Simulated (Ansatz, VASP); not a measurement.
Two plane-wave programs on FeGe

```
Fe Ge
1.0
     4.65203    0.00000    0.00000
     0.00000    4.65203    0.00000
     0.00000    0.00000    4.65203
Fe Ge
4 4
Direct
  0.13250 0.13250 0.13250
  0.36750 0.86750 0.63250
  0.63250 0.36750 0.86750
  0.86750 0.63250 0.36750
  0.83789 0.83789 0.83789
  0.66211 0.16211 0.33789
  0.33789 0.66211 0.16211
  0.16211 0.33789 0.66211
```

Alike in both runs: functional PBE; k mesh 10 × 10 × 10; occupations gaussian, width 0.03 eV; no spin polarisation.

Ansatz relaxed the structure, and its values are those at the end. VASP's run is a single point on that final structure, the one shown.

|  | VASP | Ansatz |
| --- | --- | --- |
| version | VASP 6.6.1 | Ansatz 0.2.0 |
| potentials or method | VASP PAW PBE potentials, release 64 (Fe, Ge_d), cutoff 520 eV | scalar-relativistic, plane waves, PAW |
| valence electrons in the cell | 88 | 120 |

|  | VASP | Ansatz | Ansatz less VASP |
| --- | --- | --- | --- |
| gap on the k mesh at the Fermi level (eV) | 0.11 | 0.12 | +0.006 |
| least direct gap on the mesh (eV) | 0.14 | 0.14 | +0.006 |
| pressure (GPa) | -0.9 | -1.1 | -0.17 |
| rms of the force components (eV/Å) | 0.011 | 0.000 | -0.0114 |

The functional is the same, so the differences come from potentials, cutoffs and numerics. VASP's potentials hold 88 valence electrons a cell and Ansatz's 120, so a difference there can come from the potentials and not from the codes. Ansatz's warnings: stress scf threshold loose.
